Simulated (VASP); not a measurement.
# MgO (magnesium oxide, tetragonal cell) (I4/mmm) in VASP: further runs

MgO (magnesium oxide, tetragonal cell) is run at these levels: PBE; tasks: single point.

Everything below comes from runs of VASP 6.6.1. Logs are shortened: lines on timing, memory, paths and dates and some standing lists are left out, and cuts for length are marked.

## Step 1: The cell of the first run

The typed cell holds 4 atoms: a = 2.975 Å, b = 2.975 Å, c = 4.210 Å, α = 90.00°, β = 90.00°, γ = 90.00°.

## Step 2: Single point, PBE

Contents of INCAR:

```
SYSTEM = MgO
  ALGO = Normal
  EDIFF = 1E-6
  ENCUT = 520
  GGA = PE
  ISIF = 2
  ISMEAR = 0
  LASPH = .True.
  LCHARG = .True.
  LELF = .True.
  LREAL = .False.
  LVHAR = .True.
  LWAVE = .False.
  NBANDS = 16
  NELM = 80
  PREC = Accurate
  SIGMA = 0.01
```

Contents of KPOINTS:

```
k-points
0
Gamma
  10 10 8
  0 0 0
```

Contents of POSCAR:

```
MgO
1.0
    2.9751517818      0.0000000000      0.0000000000
    0.0000000000      2.9751517818      0.0000000000
    0.0000000000      0.0000000000      4.2100000000
Mg O
2 2
Direct
    0.0000000000      0.0000000000      0.0000000000
    0.5000000000      0.5000000000      0.5000000000
    0.5000000000      0.5000000000      0.0000000000
    0.0000000000      0.0000000000      0.5000000000
```

Potentials or basis: VASP PAW PBE potentials, release 64 (Mg, O).

The run is started by

```bash
$ cat potpaw_PBE.64/Mg/POTCAR potpaw_PBE.64/O/POTCAR > POTCAR
$ mpirun -np 1 vasp_std > vasp.out
```

OUTCAR:

```text
SYSTEM = MgO
   EDIFF = 1E-6
   ENCUT = 520
   GGA = PE
   ISIF = 2
   ISMEAR = 0
   LASPH = .True.
   LREAL = .False.
   NELM = 80
   PREC = Accurate

 ion  position               nearest neighbor table
   1  0.000  0.000  0.000-   3 2.10   3 2.10   3 2.10   3 2.10   4 2.10   4 2.10   2 2.98   2 2.98
                             2 2.98   2 2.98   2 2.98   2 2.98   2 2.98   2 2.98
   2  0.500  0.500  0.500-   4 2.10   4 2.10   4 2.10   4 2.10   3 2.10   3 2.10   1 2.98   1 2.98
                             1 2.98   1 2.98   1 2.98   1 2.98   1 2.98   1 2.98
   3  0.500  0.500  0.000-   1 2.10   1 2.10   1 2.10   1 2.10   2 2.10   2 2.10
   4  0.000  0.000  0.500-   2 2.10   2 2.10   2 2.10   2 2.10   1 2.10   1 2.10

  LATTYP: Found a simple tetragonal cell.
 ALAT       =     2.9751517818
 C/A-ratio  =     1.4150538557

  Lattice vectors:

 A1 = (   2.9751517818,   0.0000000000,   0.0000000000)
 A2 = (   0.0000000000,   2.9751517818,   0.0000000000)
 A3 = (   0.0000000000,   0.0000000000,   4.2100000000)

Analysis of symmetry for initial positions (statically):
=====================================================================
 Subroutine PRICEL returns following result:

  LATTYP: Found a body centered tetragonal cell.
 ALAT       =     2.9751517818
 C/A-ratio  =     1.4150538557

  Lattice vectors:

 A1 = (   1.4875758909,  -1.4875758909,  -2.1050000000)
 A2 = (  -1.4875758909,   1.4875758909,  -2.1050000000)
 A3 = (   1.4875758909,   1.4875758909,   2.1050000000)

   2 primitive cells build up your supercell.

 Routine SETGRP: Setting up the symmetry group for a
 simple tetragonal supercell.

 Subroutine GETGRP returns: Found 16 space group operations
 (whereof 16 operations were pure point group operations)
 out of a pool of 16 trial point group operations.

The static configuration has the point symmetry D_4h.

Analysis of symmetry for dynamics (positions and initial velocities):
=====================================================================
 Subroutine PRICEL returns following result:

  LATTYP: Found a body centered tetragonal cell.
 ALAT       =     2.9751517818
 C/A-ratio  =     1.4150538557

  Lattice vectors:

 A1 = (   1.4875758909,  -1.4875758909,  -2.1050000000)
[... 110 lines left out ...]
   ENCUT  =  520.0 eV  38.22 Ry    6.18 a.u.   5.53  5.53  7.83*2*pi/ulx,y,z
   NELM   =     80;   NELMIN=  2; NELMDL= -5     # of ELM steps
   EDIFF  = 0.1E-05   stopping-criterion for ELM
   LREAL  =      F    real-space projection
   EDIFFG = 0.1E-04   stopping-criterion for IOM
   NSW    =      0    number of steps for IOM
   IBRION =     -1    ionic relax: 0-MD 1-quasi-New 2-CG
   NFREE  =      0    steps in history (QN), initial steepest desc. (CG)
   ISIF   =      2    stress and relaxation
   ISYM   =      2    0-nonsym 1-usesym 2-fastsym
   POTIM  = 0.5000    time-step for ionic-motion
   TEBEG  =    0.0;   TEEND  =   0.0 temperature during run
   PSTRESS=    0.0 pullay stress
   NELECT =      16.0000    total number of electrons
   NUPDOWN=      -1.0000    fix difference up-down
   EMIN   =  10.00;   EMAX   =-10.00  energy-range for DOS
   EFERMI =   0.00;   METHOD = LEGACY
   ISMEAR =     0;   SIGMA  =   0.01  broadening in eV -4-tet -1-fermi 0-gaus
   EFERMI_NEDOS =   21; number of points for ismear=-14 and -15
   IALGO  =     38    algorithm
   IMIX   =      4    mixing-type and parameters
     AMIX     =   0.40;   BMIX     =  1.00
     AMIX_MAG =   1.60;   BMIX_MAG =  1.00
  volume/ion in A,a.u.               =       9.32        62.87
  Fermi-wavevector in a.u.,A,eV,Ry     =   1.235041  2.333889 20.753324  1.525326
  Thomas-Fermi vector in A             =   2.369707
   LORBIT       =      0    0 simple, 1 ext, 2 COOP (PROOUT), +10 PAW based schemes
   GGA     = PE    functional components
   LHFCALC =     F    Hartree Fock is set to
   AEXX    =    0.0000 exact exchange contribution
   IVDW    =     0    specifies the selected vdW correction
   LEPSILON=     F    determine dielectric tensor
   LRPA    =     F    only Hartree local field effects (RPA)
 non-spin polarized calculation
 Gauss-broadening in eV      SIGMA  =   0.01
  energy-cutoff  :      520.00
  volume of cell :       37.26
 maximum number of plane-waves:      1023
 NGX is ok and might be reduce to    24
   NGX = 11   NGY = 11   NGZ = 15

 number of electron      15.9999990 magnetization

 Free energy of the ion-electron system (eV)
  ---------------------------------------------------
  ext. energy  EPLUGINS =         0.00000000
  ---------------------------------------------------
  free energy    TOTEN  =       -23.80837331 eV

  energy without entropy =      -23.80837331  energy(sigma->0) =      -23.80837331

 E-fermi :   3.3128     XC(G=0): -11.0913

 val. band max:        3.2081819893   @ k =   0.0000   0.0000   0.0000
 cond. band min:       7.9592857380   @ k =   0.0000   0.0000   0.0000
 fundamental gap:      4.7511037487
 Fermi energy:         3.3127985020

 k-point     1 :       0.0000    0.0000    0.0000
  band No.  band energies     occupation
      1     -14.0699      2.00000
      2     -12.5206      2.00000
      3      -0.8889      2.00000
      4       1.8571      2.00000
      5       1.8571      2.00000
      6       3.2069      2.00000
[... 433 lines left out ...]
      3      -0.5342      2.00000
      4       1.0176      2.00000
      5       1.5562      2.00000
      6       2.0265      2.00000
[... 8 lines left out ...]
     15      19.7133      0.00000
     16      21.4839      0.00000

 [... further k-points ...]

------------------------ aborting loop because EDIFF is reached ----------------------------------------

  FORCE on cell =-STRESS in cart. coord.  units (eV):
  Direction    XX          YY          ZZ          XY          YZ          ZX
  --------------------------------------------------------------------------------------
  -------------------------------------------------------------------------------------
  Total        1.0270386      1.0270386      0.9962376      0.0000000     -0.0000000     -0.0000000
  in kB       44.1567415     44.1567415     42.8324737      0.0000000     -0.0000000     -0.0000000
  external PRESSURE =      43.7153189 kB  Pullay stress =       0.0000000 kB

 VOLUME and BASIS-vectors are now :
 -----------------------------------------------------------------------------
  energy-cutoff  :      520.00
  volume of cell :       37.26
      direct lattice vectors                 reciprocal lattice vectors
     2.975151782  0.000000000  0.000000000     0.336117305  0.000000000  0.000000000
     0.000000000  2.975151782  0.000000000     0.000000000  0.336117305  0.000000000
     0.000000000  0.000000000  4.210000000     0.000000000  0.000000000  0.237529691

 POSITION                                       TOTAL-FORCE (eV/Angst)
 -----------------------------------------------------------------------------------
      0.00000      0.00000      0.00000        -0.000000     -0.000000      0.000000
      1.48758      1.48758      2.10500        -0.000000     -0.000000     -0.000000
      1.48758      1.48758      0.00000         0.000000      0.000000     -0.000000
      0.00000      0.00000      2.10500        -0.000000     -0.000000      0.000000
 -----------------------------------------------------------------------------------
    total drift:                                0.000000     -0.000000     -0.000000

  FREE ENERGIE OF THE ION-ELECTRON SYSTEM (eV)
  ---------------------------------------------------
  free  energy   TOTEN  =       -23.8083733073 eV

  energy  without entropy=      -23.8083733073  energy(sigma->0) =      -23.80837331
```

OSZICAR:

```text
N       E                     dE             d eps       ncg     rms          rms(c)
DAV:   1     0.457641755368E+02    0.45764E+02   -0.82022E+03  3696   0.907E+02
DAV:   2    -0.243851876716E+02   -0.70149E+02   -0.65696E+02  4520   0.192E+02
DAV:   3    -0.269216001337E+02   -0.25364E+01   -0.25330E+01  3936   0.346E+01
DAV:   4    -0.269300645118E+02   -0.84644E-02   -0.84642E-02  4160   0.233E+00
DAV:   5    -0.269300991650E+02   -0.34653E-04   -0.34653E-04  3928   0.145E-01    0.102E+01
DAV:   6    -0.238374818357E+02    0.30926E+01   -0.79074E+00  3376   0.224E+01    0.308E+00
DAV:   7    -0.238199707978E+02    0.17511E-01   -0.13975E-01  3456   0.301E+00    0.194E+00
DAV:   8    -0.238100648243E+02    0.99060E-02   -0.60901E-02  3472   0.277E+00    0.434E-01
DAV:   9    -0.238085741593E+02    0.14907E-02   -0.10248E-03  4216   0.314E-01    0.223E-01
DAV:  10    -0.238083853028E+02    0.18886E-03   -0.18457E-03  3664   0.342E-01    0.424E-02
DAV:  11    -0.238083735486E+02    0.11754E-04   -0.38114E-05  3664   0.591E-02    0.113E-02
DAV:  12    -0.238083733073E+02    0.24134E-06   -0.36462E-06  3984   0.172E-02
   1 F= -.23808373E+02 E0= -.23808373E+02  d E =-.234729E-52
```

stdout:

```text
POSCAR found type information on POSCAR MgO
 POSCAR found :  2 types and       4 ions
 scaLAPACK will be used
 LDA part: xc-table for (Slater+PW92), standard interpolation
 POSCAR, INCAR and KPOINTS ok, starting setup
 FFT: planning ... GRIDC
 FFT: planning ... GRID_SOFT
 FFT: planning ... GRID
 WAVECAR not read
 entering main loop
```

Wall time 33 s (1 thread of AMD EPYC 7R13 (Zen 3), shared host); peak memory 0.16 GiB.

What came out:

```yaml
Free_energy: -23.8084 eV
Pressure: 4.4 GPa
Band_gap_on_the_k_mesh: 4.75 eV
```

## Step 3: Single point, PBE

This run uses another cell than the first one, of 9.49 Å³/atom, 1.018 times its volume.

Contents of INCAR:

```
PREC     = Accurate       # precision mode
ENCUT    = 520            # plane-wave cutoff, eV
EDIFF    = 1E-6           # SCF threshold, eV
ISMEAR   = 0              # smearing method
SIGMA    = 0.01           # smearing width, eV
LREAL    = False          # projectors in reciprocal space
LASPH    = True           # aspherical terms in the spheres
NELM     = 80             # most SCF steps
ALGO     = Normal         # electronic algorithm
ISIF     = 2              # what is computed and relaxed
LWAVE    = False          # write WAVECAR
LCHARG   = False          # write CHGCAR
GGA      = PE             # functional
NBANDS   = 16             # bands
```

Contents of KPOINTS:

```
regular mesh
0
Gamma
  10 10 8
```

POSCAR: that of step 2 with these lines changed.

```diff
@@ -4,3 +4,3 @@
     0.0000000000      2.9751517818      0.0000000000
-    0.0000000000      0.0000000000      4.2100000000
+    0.0000000000      0.0000000000      4.2862749317
 Mg O
```

Potentials or basis: VASP PAW PBE potentials, release 64 (Mg, O).

The run is started by

```bash
$ cat potpaw_PBE.64/Mg/POTCAR potpaw_PBE.64/O/POTCAR > POTCAR
$ mpirun -np 1 vasp_std > vasp.out
```

It took 35 s on 1 thread of AMD EPYC 7R13 (Zen 3), shared host; peak memory 0.16 GiB.

Results (log left out):

```
Free energy            : -23.8164 eV
Pressure               : 1.5 GPa
Band gap on the k mesh : 4.55 eV
```

Stress tensor (GPa, compression positive):
```
 2.70  0.00  0.00
 0.00  2.70  0.00
 0.00  0.00 -0.79
```

Levels at points of the mesh, in eV from the valence-band top:
| k point | band 4 | band 5 | band 6 | band 7 | band 8 | band 9 | band 10 | band 11 | band 12 | band 13 |
| --- | --- | --- | --- | --- | --- | --- | --- | --- | --- | --- |
| (0.00, 0.00, 0.00) | -1.30 | -1.30 | -0.04 | -0.04 | 0.00 | 4.55 | 9.20 | 9.80 | 12.75 | 15.56 |
| (0.50, 0.00, 0.00) | -3.52 | -1.99 | -1.99 | -0.64 | -0.64 | 9.33 | 9.33 | 11.56 | 11.56 | 13.85 |
| (0.50, 0.50, 0.00) | -4.03 | -1.44 | -1.44 | -1.32 | -1.32 | 9.02 | 9.02 | 9.77 | 9.77 | 12.99 |
| (0.00, 0.00, 0.50) | -2.62 | -0.73 | -0.73 | -0.73 | -0.73 | 7.88 | 7.88 | 11.17 | 11.17 | 15.06 |
| (0.50, 0.00, 0.50) | -4.58 | -0.68 | -0.68 | -0.64 | -0.64 | 7.77 | 7.77 | 12.40 | 12.40 | 15.93 |
| (0.50, 0.50, 0.50) | -2.95 | -2.95 | -2.95 | -1.70 | -1.70 | 11.51 | 11.51 | 11.51 | 11.51 | 11.93 |

A k mesh can miss the band edges. Expect the measured gap to be larger: semilocal functionals such as PBE lack the derivative discontinuity.
